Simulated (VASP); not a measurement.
# BN: single point with PBEsol

Crystal: BN.

```
B N
1.0
     4.29930    0.00000    0.00000
     0.00000    4.29930    0.00000
     0.00000    0.00000    2.38580
B N
4 4
Cartesian
  0.7487 3.5506 1.1929
  1.4010 1.4010 0.0000
  2.8983 2.8983 0.0000
  3.5506 0.7487 1.1929
  3.4927 3.4927 1.1929
  1.3431 2.9562 0.0000
  2.9562 1.3431 0.0000
  0.8066 0.8066 1.1929
```

* Program: VASP 6.6.1
* Task: single point
* Functional: PBEsol
* Potentials or basis: VASP PAW PBE potentials, release 64 (B, N)
* Cutoff: 520 eV
* k mesh: 6 × 6 × 10
* Occupations: gaussian, width 0.05 eV
* Spin: no spin polarisation
* Dipole correction: no
* Further INCAR settings: ALGO = Normal; EDIFF = 1e-06; NBANDS = 26

```
Pressure               : 51.0 GPa
Largest force          : 0.475 eV/Å
Band gap on the k mesh : 4.55 eV, indirect (least direct gap 5.84 eV)
```

Forces on the atoms (eV/Å):
```
B   -0.336  0.336  0.000
B    0.336  0.336  0.000
B   -0.336 -0.336  0.000
B    0.336 -0.336  0.000
N    0.298  0.298  0.000
N    0.298 -0.298  0.000
N   -0.298  0.298  0.000
N   -0.298 -0.298  0.000
```

Stress tensor (GPa, compression positive):
```
34.34  0.00  0.00
 0.00 34.34  0.00
 0.00  0.00 84.38
```

Levels at points of the mesh, in eV from the valence-band top:
```csv
k point,band 12,band 13,band 14,band 15,band 16,band 17,band 18,band 19,band 20,band 21
"(0.00, 0.00, 0.00)",-2.07,-0.11,-0.02,0.00,0.00,8.58,8.58,8.67,8.76,8.83
"(0.50, 0.00, 0.00)",-3.63,-1.33,-1.33,-1.16,-1.16,8.44,8.44,9.29,9.29,9.93
"(0.50, 0.50, 0.00)",-3.19,-2.87,-2.87,-2.24,-2.24,7.84,7.84,9.71,9.71,10.37
"(0.00, 0.00, 0.50)",-5.37,-4.68,-4.68,-3.58,-3.58,6.48,6.48,10.80,10.80,12.09
"(0.50, 0.00, 0.50)",-4.94,-3.86,-3.86,-2.52,-2.52,7.20,7.20,9.08,9.08,9.82
"(0.50, 0.50, 0.50)",-3.95,-3.16,-3.16,-2.77,-2.77,6.55,6.55,7.49,7.49,8.51
```

Wall time 18 s on 1 thread of Intel(R) Xeon(R) 6975P-C (Granite Rapids), with other jobs on the host, peak memory 0.18 GiB.

Caveat: the PAW data sets were made with another functional, which shifts forces and pressure a little. A k mesh can miss the band edges.
